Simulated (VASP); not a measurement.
# Hf3CN3 in VASP: relaxation of the atoms with PBEsol

Aim: the relaxation of the atoms of Hf3CN3 with PBEsol.

All numbers are computed with VASP 6.6.1; they aren't measurements. Logs are shortened: lines on timing, memory, paths and dates and some standing lists are left out, and cuts for length are marked.

### Step 1. The cell of the first run

The cell holds a slab with vacuum, 7 atoms: a = 3.183 Å, b = 3.183 Å, c = 25.497 Å, α = 90.00°, β = 90.00°, γ = 120.00°.

### Step 2. Relaxation of the atoms, PBEsol

File INCAR:

```
SYSTEM = Hf3CN3
PREC     = Accurate       ! precision mode
ENCUT    = 520            ! plane-wave cutoff, eV
EDIFF    = 1E-7           ! SCF threshold, eV
ISMEAR   = 0              ! smearing method
SIGMA    = 0.1            ! smearing width, eV
LREAL    = .False.        ! projectors in reciprocal space
LASPH    = .True.         ! aspherical terms in the spheres
NELM     = 100            ! most SCF steps
ALGO     = Normal         ! electronic algorithm
ISIF     = 2              ! what is computed and relaxed
LWAVE    = .False.        ! write WAVECAR
LCHARG   = .False.        ! write CHGCAR
LDIPOL   = .True.       
IDIPOL   = 3            
DIPOL    = 0.5 0.5 0.493
GGA      = PS             ! functional
IBRION   = 2              ! ionic algorithm
NSW      = 90             ! ionic steps
EDIFFG   = -0.03          ! ionic threshold
```

File KPOINTS:

```
regular mesh
0
Gamma
  9 9 1
  0 0 0
```

File POSCAR:

```
Hf3CN3
1.0
    3.1830776028      0.0000000000      0.0000000000
   -1.5915388014      2.7566260662      0.0000000000
    0.0000000000      0.0000000000     25.4974299488
N Hf C
3 3 1
Selective dynamics
Direct
    0.3333333333      0.6666666667      0.3333669321  F F F
    0.0000000000      0.0000000000      0.4352976751  F F F
    0.6666666667      0.3333333333      0.5372240905  T T T
    0.6666666667      0.3333333333      0.3843323037  F F F
    0.3333333333      0.6666666667      0.4880226930  T T T
    0.0000000000      0.0000000000      0.5874558582  T T T
    0.0000000000      0.0000000000      0.6862893487  T T T
```

Potentials or basis: VASP PAW PBE potentials, release 64 (N, Hf_pv, C).

Started as:

```sh
cat potpaw_PBE.64/N/POTCAR potpaw_PBE.64/Hf_pv/POTCAR potpaw_PBE.64/C/POTCAR > POTCAR
mpirun -np 1 vasp_std > vasp.out
```

OUTCAR:

```text
SYSTEM = Hf3CN3
   PREC = Accurate
   ENCUT = 520
   EDIFF = 1E-7
   ISMEAR = 0
   LREAL = .False.
   LASPH = .True.
   NELM = 100
   ISIF = 2
   GGA = PS
   IBRION = 2
   NSW = 90
   EDIFFG = -0.03

 ion  position               nearest neighbor table
   1  0.333  0.667  0.333-   4 2.25   4 2.25   4 2.25
   2  0.000  0.000  0.435-   4 2.25   4 2.25   4 2.25   5 2.28   5 2.28   5 2.28
   3  0.667  0.333  0.537-   5 2.23   5 2.23   5 2.23   6 2.24   6 2.24   6 2.24
   4  0.667  0.333  0.384-   2 2.25   2 2.25   2 2.25   1 2.25   1 2.25   1 2.25   5 3.22   5 3.22
                             5 3.22
   5  0.333  0.667  0.488-   3 2.23   3 2.23   3 2.23   2 2.28   2 2.28   2 2.28   6 3.13   6 3.13
                             6 3.13   4 3.22   4 3.22   4 3.22
   6  0.000  0.000  0.587-   3 2.24   3 2.24   3 2.24   7 2.52   5 3.13   5 3.13   5 3.13
   7  0.000  0.000  0.686-   6 2.52

  LATTYP: Found a hexagonal cell.
 ALAT       =     3.1830776028
 C/A-ratio  =     8.0103073599

  Lattice vectors:

 A1 = (   3.1830776028,   0.0000000000,   0.0000000000)
 A2 = (  -1.5915388014,   2.7566260662,   0.0000000000)
 A3 = (   0.0000000000,   0.0000000000,  25.4974299488)

Analysis of symmetry for initial positions (statically):
=====================================================================
 Subroutine PRICEL returns:
 Original cell was already a primitive cell.

 Routine SETGRP: Setting up the symmetry group for a
 hexagonal supercell.

 Subroutine GETGRP returns: Found  6 space group operations
 (whereof  6 operations were pure point group operations)
 out of a pool of 24 trial point group operations.

The static configuration has the point symmetry C_3v.

Analysis of symmetry for dynamics (positions and initial velocities):
=====================================================================
 Subroutine PRICEL returns:
 Original cell was already a primitive cell.

 Routine SETGRP: Setting up the symmetry group for a
 hexagonal supercell.

 Subroutine GETGRP returns: Found  6 space group operations
 (whereof  6 operations were pure point group operations)
 out of a pool of 24 trial point group operations.

The dynamic configuration has the point symmetry C_3v.

Analysis of constrained symmetry for selective dynamics:
=====================================================================
 Subroutine PRICEL returns:
 Original cell was already a primitive cell.

[... 133 lines left out ...]
   LEPSILON=     F    determine dielectric tensor
   LRPA    =     F    only Hartree local field effects (RPA)
 conjugate gradient relaxation of ions
 non-spin polarized calculation
 Gauss-broadening in eV      SIGMA  =   0.10
  energy-cutoff  :      520.00
  volume of cell :      223.73
 maximum number of plane-waves:      6054
 NGX is ok and might be reduce to    24
   NGX = 11   NGY = 11   NGZ = 95

--------------------------------------- Ionic step        1  -------------------------------------------

 number of electron      49.0000011 magnetization

 Free energy of the ion-electron system (eV)
  ---------------------------------------------------
  ext. energy  EPLUGINS =         0.00000000
  ---------------------------------------------------
  free energy    TOTEN  =       -68.09684104 eV

  energy without entropy =      -68.06228211  energy(sigma->0) =      -68.07956157

------------------------ aborting loop because EDIFF is reached ----------------------------------------

  FORCE on cell =-STRESS in cart. coord.  units (eV):
  Direction    XX          YY          ZZ          XY          YZ          ZX
  --------------------------------------------------------------------------------------
  -------------------------------------------------------------------------------------
  Total       -3.9214946     -3.9214946    -10.6906152      0.0000000      0.0000000     -0.0000000
  in kB      -28.0828197    -28.0828197    -76.5582128      0.0000000      0.0000000     -0.0000000
  external PRESSURE =     -44.2412841 kB  Pullay stress =       0.0000000 kB
[... 104 lines left out ...]
  FREE ENERGIE OF THE ION-ELECTRON SYSTEM (eV)
  ---------------------------------------------------
  free  energy   TOTEN  =       -68.5902875612 eV

  energy  without entropy=      -68.5584881430  energy(sigma->0) =      -68.57438785

 dipolmoment           0.000000      0.000000      0.095002 electrons x Angstroem

[... ionic steps 4 to 13 ...]

--------------------------------------- Ionic step       14  -------------------------------------------

 number of electron      49.0000009 magnetization

------------------------ aborting loop because EDIFF is reached ----------------------------------------
[... 77 lines left out ...]
--------------------------------------- Ionic step       16  -------------------------------------------

 number of electron      49.0000009 magnetization

 dipolmoment           0.000000      0.000000     -0.050087 electrons x Angstroem

 Free energy of the ion-electron system (eV)
  ---------------------------------------------------
  ext. energy  EPLUGINS =         0.00000000
  ---------------------------------------------------
  free energy    TOTEN  =       -68.74454243 eV

  energy without entropy =      -68.70843060  energy(sigma->0) =      -68.72648651

 E-fermi :  -2.6270     XC(G=0):  -5.3096

 val. band max:       -2.6570204554   @ k =   0.1111  -0.0000   0.0000
 cond. band min:      -2.6129912424   @ k =   0.3333   0.2222   0.0000
 fundamental gap:      0.0440292130
 Fermi energy:        -2.6270491718

 k-point     1 :       0.0000    0.0000    0.0000
  band No.  band energies     occupation
      1     -34.0911      2.00000
      2     -33.5148      2.00000
      3     -33.5148      2.00000
      4     -33.0014      2.00000
      5     -32.7550      2.00000
      6     -32.7550      2.00000
[... 373 lines left out ...]
     28      -0.7341      0.00000
     29       0.1185      0.00000

------------------------ aborting loop because EDIFF is reached ----------------------------------------

 vacuum level on the upper side and lower side of the slab       (xc-potential included)        -0.562         0.469

  FORCE on cell =-STRESS in cart. coord.  units (eV):
  Direction    XX          YY          ZZ          XY          YZ          ZX
  --------------------------------------------------------------------------------------
  -------------------------------------------------------------------------------------
  Total       -3.1790019     -3.1790019     -4.7571166      0.0000000      0.0000000     -0.0000000
  in kB      -22.7656406    -22.7656406    -34.0669214      0.0000000      0.0000000     -0.0000000
  external PRESSURE =     -26.5327342 kB  Pullay stress =       0.0000000 kB
[... 22 lines left out ...]
  FREE ENERGIE OF THE ION-ELECTRON SYSTEM (eV)
  ---------------------------------------------------
  free  energy   TOTEN  =       -68.7445424269 eV

  energy  without entropy=      -68.7084305987  energy(sigma->0) =      -68.72648651

 reached required accuracy - stopping structural energy minimisation

 vacuum level on the upper side and lower side of the slab         4.614         5.662
```

OSZICAR:

```text
N       E                     dE             d eps       ncg     rms          rms(c)
DAV:   1     0.288861710377E+03    0.28886E+03   -0.25851E+04   888   0.144E+03
DAV:   2    -0.454726115909E+02   -0.33433E+03   -0.32609E+03   879   0.343E+02
DAV:   3    -0.762895093885E+02   -0.30817E+02   -0.30222E+02   844   0.890E+01
[... 480 lines left out ...]
DAV:   9    -0.687445455926E+02   -0.15097E-05   -0.10784E-06   779   0.530E-03    0.362E-02
DAV:  10    -0.687445415469E+02    0.40457E-05   -0.10949E-06   789   0.462E-03    0.144E-02
DAV:  11    -0.687445418123E+02   -0.26535E-06   -0.96619E-07   808   0.596E-03    0.330E-03
DAV:  12    -0.687445424093E+02   -0.59704E-06   -0.14901E-07   482   0.230E-03    0.964E-04
DAV:  13    -0.687445424269E+02   -0.17569E-07   -0.16953E-08   348   0.763E-04
  16 F= -.68744542E+02 E0= -.68726487E+02  d E =-.851924E-04
```

Wall time 34 min (1 thread of AMD EPYC 7R13 (Zen 3), shared host); peak memory 0.35 GiB.

Results:

```
Free energy               : -68.7445 eV
Energy gained by relaxing : 92.5 meV/atom
Ionic steps               : 16
Band gap on the k mesh    : zero (an odd number of electrons rules out a gap without spin polarisation)
```

Step by step:
| step | energy change (eV) | largest force on free atoms (eV/Å) | pressure (GPa) |
| --- | --- | --- | --- |
| 1 | 0.0000 | 2.5713 | -4.42 |
| 2 | -0.4446 | 1.5715 | -4.77 |
| 3 | -0.4934 | 0.7796 | -4.57 |
| 4 | -0.4938 | 0.7976 | -4.59 |
| 5 | -0.5658 | 0.8424 | -4.23 |
| 6 | -0.5818 | 1.0306 | -3.90 |
| 7 | -0.6057 | 0.4622 | -3.72 |
| 8 | -0.6108 | 0.3782 | -3.80 |
| 9 | -0.6209 | 0.2988 | -3.67 |
| 10 | -0.6232 | 0.3939 | -3.56 |
| 11 | -0.6311 | 0.3109 | -3.40 |
| 12 | -0.6452 | 0.2152 | -2.91 |
| 13 | -0.6466 | 0.2277 | -2.68 |
| 14 | -0.6466 | 0.2203 | -2.63 |
| 15 | -0.6476 | 0.0415 | -2.66 |
| 16 | -0.6477 | 0.0164 | -2.65 |

Final structure:
```xyz
7
Lattice="3.1831 0.0000 0.0000 -1.5915 2.7566 0.0000 0.0000 0.0000 25.4974" Properties=species:S:1:pos:R:3 pbc="T T T"
N     0.0000    1.8378    8.5000
N     0.0000    0.0000   11.0990
N     1.5915    0.9189   13.6827
Hf    1.5915    0.9189    9.7995
Hf    0.0000    1.8378   12.4284
Hf   -1.5915    2.7566   14.9812
C    -1.5915    2.7566   17.0999
```

Levels at points of the mesh, in eV from the Fermi level:
```
           k point  band 22  band 23  band 24  band 25  band 26  band 27
(0.00, 0.00, 0.00)    -0.11    -0.10    -0.10     0.72     0.72     1.25
```

Caveat: the PAW data sets were made with another functional, which shifts forces and pressure a little; spin-orbit coupling is left out, which moves the levels of the heavy elements.

The gap in the log of VASP goes by the Fermi energy; the results here count the filled bands.